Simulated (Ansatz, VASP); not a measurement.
Ga in VASP and in Ansatz

File INCAR:

```
  ALGO = Normal
  EDIFF = 1E-8
  ENCUT = 520
  GGA = PE
  ISIF = 2
  ISMEAR = -1
  LASPH = True
  LCHARG = False
  LEFG = True
  LREAL = False
  LWAVE = False
  NBANDS = 20
  NELM = 60
  PREC = Accurate
  SIGMA = 0.08
```

KPOINTS

```
k-points
0
Gamma
  12 12 10
```

Contents of POSCAR:

```
Ga
1.0
    1.4500000000     -4.0650000000      0.0000000000
    1.4500000000      4.0650000000      0.0000000000
    0.0000000000      0.0000000000      3.1383000000
Ga
2
Direct
    0.8670000000      0.1330000000      0.2500000000
    0.1330000000      0.8670000000      0.7500000000
```

Input for Ansatz:

```yaml
crystal:
  lattice:
    - [1.45, -4.065, 0.0]
    - [1.45, 4.065, 0.0]
    - [0.0, 0.0, 3.1383]
  atoms:
    - { symbol: Ga, position: [0.867, 0.133, 0.25] }
    - { symbol: Ga, position: [0.133, 0.867, 0.75] }
kpoints:
  mp_grid: { grid: [12, 12, 10] }
scf:
  occupations: { method: fermi_dirac, width: 0.08 }
hamiltonian:
  xc: pbe
  pseudopotentials: { kind: all_electron, datasets: crystal }
output:
  forces: true
  stress: true
  eigenvalues: true
  efg: { contact_densities: true }
```

Change from the starting cell: zz strain of -1 %, crystal datasets.

Alike in both runs: task electric field gradients; functional PBE; k mesh 12 × 12 × 10; occupations fermi-dirac, width 0.08 eV; no spin polarisation.

|  | VASP | Ansatz |
| --- | --- | --- |
| version | VASP 6.6.1 | Ansatz 0.2.0 |
| potentials or method | VASP PAW PBE potentials, release 64 (Ga_d), cutoff 520 eV | all-electron PAW with datasets made for the crystal, scalar-relativistic |

|  | VASP | Ansatz | Ansatz less VASP |
| --- | --- | --- | --- |
| pressure (GPa) | 2.4 | 2.3 | -0.10 |
| traceless stress, the component that is largest in VASP (GPa) | -2.66 | -2.64 | +0.014 |
| rms of the force components (eV/Å) | 0.118 | 0.117 | -0.0007 |
| size of Vzz on the site where it differs most (V/Å²) | 26.9 | 28.6 | +1.68 |

Atom by atom the forces differ by 0.001 eV/Å (rms over components). Ansatz ran all-electron here, and VASP with PAW potentials. Ansatz's warnings: printed levels off.
